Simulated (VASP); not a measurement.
Crystal: BiSb3.

```
CELL_PARAMETERS angstrom
4.81698 0.00000 0.00000
0.00000 4.81698 0.00000
0.00000 0.00000 4.81698
ATOMIC_POSITIONS crystal
Sb 0.00000 0.50000 0.50000
Sb 0.50000 0.00000 0.50000
Sb 0.50000 0.50000 0.00000
Bi 0.00000 0.00000 0.00000
```

```yaml
Program: VASP 6.6.1
Task: relaxation of cell and atoms
Functional: PBE
Potentials_or_basis: VASP PAW PBE potentials, release 64 (Sb, Bi_d)
Cutoff: 600 eV
k_mesh: 10 × 10 × 10
Occupations: gaussian, width 0.1 eV
Spin: no spin polarisation
```

At the start: pressure 1.3 GPa; volume 27.94 Å³/atom.

**Question.** Where does the relaxation end?

**Answer.** Over 3 steps the energy falls by 2.5 meV/atom and the volume is 28.56 Å³/atom (+2.2 %); space group Pm-3m (No. 221, to 0.1 Å) before and after.

The path:
| step | energy change (eV) | largest force (eV/Å) | pressure (GPa) | volume (Å³) |
| --- | --- | --- | --- | --- |
| 1 | 0.0000 | 0.0000 | 1.32 | 111.77 |
| 2 | -0.0073 | 0.0000 | -0.61 | 115.54 |
| 3 | -0.0100 | 0.0000 | 0.00 | 114.23 |

Final structure:
```
CELL_PARAMETERS angstrom
4.85212 0.00000 0.00000
0.00000 4.85212 0.00000
0.00000 0.00000 4.85212
ATOMIC_POSITIONS crystal
Sb 0.00000 0.50000 0.50000
Sb 0.50000 0.00000 0.50000
Sb 0.50000 0.50000 0.00000
Bi 0.00000 0.00000 0.00000
```
